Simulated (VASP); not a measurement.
A run of VASP 6.6.1 is set up as follows.

File POSCAR:

```
HgTe
1.0
    0.0000000000      3.3878326229      3.1407052053
    3.3878326229      0.0000000000      3.1407052053
    3.3878326229      3.3878326229      0.0000000000
Hg Te
1 1
Direct
    0.0000000000      0.0000000000      0.0000000000
    0.2500000000      0.2500000000      0.2500000000
```

Contents of INCAR.step1:

```
ALGO     = Normal         # electronic algorithm
EDIFF    = 1E-4           # SCF threshold, eV
ENCUT    = 520            # plane-wave cutoff, eV
GGA      = PE             # functional
ISMEAR   = -1             # smearing method
LASPH    = True           # aspherical terms in the spheres
LCHARG   = False          # write CHGCAR
LREAL    = False          # projectors in reciprocal space
LWAVE    = True           # write WAVECAR
NBANDS   = 16             # bands
NELM     = 100            # most SCF steps
PREC     = Accurate       # precision mode
SIGMA    = 0.02           # smearing width, eV
```

The input INCAR.step2:

```
ALGO     = Normal         # electronic algorithm
EDIFF    = 1E-7           # SCF threshold, eV
ENCUT    = 520            # plane-wave cutoff, eV
ISIF     = 2              # what is computed and relaxed
ISMEAR   = -1             # smearing method
ISTART   = 1            
LASPH    = True           # aspherical terms in the spheres
LCHARG   = False          # write CHGCAR
LMIXTAU  = True         
LREAL    = False          # projectors in reciprocal space
LWAVE    = False          # write WAVECAR
METAGGA  = R2SCAN         # meta-GGA
NBANDS   = 16             # bands
NELM     = 100            # most SCF steps
PREC     = Accurate       # precision mode
SIGMA    = 0.02           # smearing width, eV
```

Contents of KPOINTS:

```
k-points
0
Gamma
  6 6 6
```

Potentials or basis: VASP PAW PBE potentials, release 64 (Hg, Te).

Command:

```bash
$ cat potpaw_PBE.64/Hg/POTCAR potpaw_PBE.64/Te/POTCAR > POTCAR
$ cp INCAR.step1 INCAR
$ mpirun -np 1 vasp_std > vasp.out
$ cp INCAR.step2 INCAR
$ mpirun -np 1 vasp_std > vasp.out
```

Problem. Predict the pressure.

Solution. -0.6 GPa.

Problem. Predict the band gap on the k mesh.

Solution. 0.21 eV.

Stress tensor (GPa, compression positive):
```
-0.89  0.00  0.00
 0.00 -0.89  0.00
 0.00  0.00  0.10
```

Caveat: the cell differs from its parent crystal (epitaxial xy strain +3.0%); the PAW data sets were made with another functional, which shifts forces and pressure a little; spin-orbit coupling is left out, which moves the levels of the heavy elements.
